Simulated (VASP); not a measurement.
NbH2: electric field gradients with LDA

The system is NbH2.

```xyz
3
Lattice="0.0228 2.2929 2.2929 2.2929 0.0228 2.2929 2.2929 2.2929 0.0228" Properties=species:S:1:pos:R:3 pbc="T T T"
Nb    0.0000    0.0000    0.0000
H     1.1522    1.1522    1.1522
H     3.4565    3.4565    3.4565
```

This cell differs from its parent crystal: equal xy, yz and zx shear strains of +1 %.

```yaml
Program: VASP 6.6.1
Task: electric field gradients
Functional: LDA
Potentials_or_basis: VASP PAW LDA potentials, release 64 (Nb_sv, H)
Cutoff: 400 eV
k_mesh: 15 × 15 × 15
Occupations: fermi-dirac, width 0.03 eV
Spin: no spin polarisation
Dipole_correction: no
Further_INCAR_settings: ALGO = Normal; EDIFF = 1e-08; NBANDS = 14
```

```yaml
Pressure: -9.0 GPa
Largest_force: 0.074 eV/Å
```

Forces on the atoms (eV/Å):
```
Nb   0.000  0.000  0.000
H   -0.042 -0.042 -0.042
H    0.042  0.042  0.042
```

Stress tensor (GPa, compression positive):
```
-9.04 -1.26 -1.26
-1.26 -9.04 -1.26
-1.26 -1.26 -9.04
```

Levels at points of the mesh, in eV from the Fermi level:
```
           k point  band 5  band 6  band 7  band 8  band 9  band 10  band 11  band 12
(0.00, 0.00, 0.00)  -10.61   -1.48   -1.32   -1.32   -0.99     1.25     1.25    12.43
```

Electric field gradients, principal values (V/Å²):
```
atom   least  middle  greatest (by size)
1 Nb  -7.195  -7.195              14.391
 2 H   0.222   0.222              -0.444
 3 H   0.222   0.222              -0.444
```

It took 43 s on 1 thread of Intel(R) Xeon(R) Platinum 8488C (Sapphire Rapids), with other jobs on the host, peak memory 0.19 GiB.

Caveat: the cell differs from its parent crystal (equal xy, yz and zx shear strains of +1 %); without QUAD_EFG the Cq values of the log hold for a quadrupole moment of 1 mb, not for the nuclei.
